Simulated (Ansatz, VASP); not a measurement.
## MgO in VASP and in Ansatz

File POSCAR:

```
MgO
1.0
    0.0000000000      2.1021674168      2.1624996217
    2.1021674168      0.0000000000      2.1624996217
    2.1021674168      2.1021674168      0.0000000000
Mg O
1 1
Direct
    0.0000000000      0.0000000000      0.0000000000
    0.5000000000      0.5000000000      0.5000000000
```

INCAR.step1

```
SYSTEM = MgO
PREC = Accurate
ENCUT = 520
EDIFF = 1E-5
ISMEAR = 0
SIGMA = 0.01
LREAL = .FALSE.
LASPH = .TRUE.
NELM = 100
ALGO = Normal
ISIF = 2
LWAVE = .TRUE.
LCHARG = .FALSE.
NBANDS = 11
GGA = PE
```

Contents of INCAR.step2:

```
SYSTEM = MgO
PREC = Accurate
ENCUT = 520
EDIFF = 1E-6
ISMEAR = 0
SIGMA = 0.01
LREAL = .FALSE.
LASPH = .TRUE.
NELM = 100
ALGO = Normal
ISIF = 2
LWAVE = .FALSE.
LCHARG = .FALSE.
GGA = PE
LHFCALC = .TRUE.
HFSCREEN = 0.2079
PRECFOCK = Normal
NBANDS = 11
ISTART = 1
```

KPOINTS

```
regular mesh
0
G
  8 8 8
  0 0 0
```

Input for Ansatz:

```yaml
crystal:
  lattice:
    - [0.0, 2.1021674168, 2.1624996217]
    - [2.1021674168, 0.0, 2.1624996217]
    - [2.1021674168, 2.1021674168, 0.0]
  atoms:
    - { symbol: Mg, position: [0.0, 0.0, 0.0] }
    - { symbol: O, position: [0.5, 0.5, 0.5] }
kpoints:
  mp_grid: { grid: [8, 8, 8] }
  band_path:
    path:
      - [0.0, 0.0, 0.0]
      - [0.5, 0.0, 0.5]
      - [0.625, 0.25, 0.625]
      - [0.375, 0.375, 0.75]
      - [0.5, 0.5, 0.5]
      - [0.5, 0.25, 0.75]
    npoints: 1
hamiltonian:
  xc: hse06
scf:
  occupations: { method: fixed }
  n_extra_bands: 4
output:
  forces: true
  stress: true
  eigenvalues: true
```

Change from the starting cell: uniaxial_z strain +2.9%.

Alike in both runs: task single point; functional HSE06; k mesh 8 × 8 × 8; no spin polarisation.

|  | VASP | Ansatz |
| --- | --- | --- |
| version | VASP 6.6.1 | Ansatz 0.2.0 |
| potentials or method | VASP PAW PBE potentials, release 64 (Mg, O) | plane waves, PAW |
| plane-wave cutoff (eV) | 520 | 420 |
| occupations | gaussian, width 0.01 eV | fixed |
| valence electrons in the cell | 8 | 16 |

|  | VASP | Ansatz | Ansatz less VASP |
| --- | --- | --- | --- |
| gap on the k mesh at the Fermi level (eV) | 6.14 | 6.19 | +0.046 |
| pressure (GPa) | -4.9 | -4.5 | +0.35 |
| traceless stress, the component that is largest in VASP (GPa) | -3.14 | -3.09 | +0.051 |

VASP's potentials hold 8 valence electrons a cell and Ansatz's 16, so a difference there can come from the potentials and not from the codes. Ansatz's warnings: stress exchange threshold loose, stress scf threshold loose.
